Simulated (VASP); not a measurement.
Wanted: the native input for a VASP 6.6.1 run.

```yaml
Task: single point
Functional: PBE
Potentials_or_basis: VASP PAW PBE potentials, release 64 (Sc_sv, Zn)
Cutoff: 520 eV
k_mesh: 4 × 4 × 4
Occupations: gaussian, width 0.1 eV
Spin: no spin polarisation
Dipole_correction: no
Further_INCAR_settings: ALGO = Normal; EDIFF = 1e-06; NBANDS = 50
```

The structure of Sc3Zn4 lies in POSCAR:

```
Sc3Zn4
1.0
    4.5189691900      0.0000000000      0.0000000000
    0.0000000000      4.5189691900      0.0000000000
    0.0000000000      0.0000000000      4.5189691900
Sc Zn
3 4
Direct
    0.5000000000      0.5000000000      0.0000000000
    0.0000000000      0.5000000000      0.5000000000
    0.5000000000      0.0000000000      0.5000000000
    0.5000000000      0.5000000000      0.5000000000
    0.5000000000      0.0000000000      0.0000000000
    0.0000000000      0.5000000000      0.0000000000
    0.0000000000      0.0000000000      0.5000000000
```

One way to write it, as run:

INCAR

```
ALGO     = Normal         # electronic algorithm
EDIFF    = 1E-6           # SCF threshold, eV
ENCUT    = 520            # plane-wave cutoff, eV
GGA      = PE             # functional
ISIF     = 2              # what is computed and relaxed
ISMEAR   = 0              # smearing method
LASPH    = True           # aspherical terms in the spheres
LCHARG   = False          # write CHGCAR
LREAL    = False          # projectors in reciprocal space
LWAVE    = False          # write WAVECAR
NBANDS   = 50             # bands
NELM     = 80             # most SCF steps
PREC     = Accurate       # precision mode
SIGMA    = 0.1            # smearing width, eV
```

KPOINTS

```
k-points
0
Gamma
  4 4 4
```

Potentials or basis: VASP PAW PBE potentials, release 64 (Sc_sv, Zn).

Command:

```console
$ cat potpaw_PBE.64/Sc_sv/POTCAR potpaw_PBE.64/Zn/POTCAR > POTCAR
$ mpirun -np 1 vasp_std > vasp.out
```

Results of the run:

The pressure is 92.5 GPa.

Wall time 45 s on 1 thread of Intel(R) Xeon(R) Platinum 8375C CPU @ 2.90GHz (Ice Lake), with other jobs on the host, peak memory 0.21 GiB.
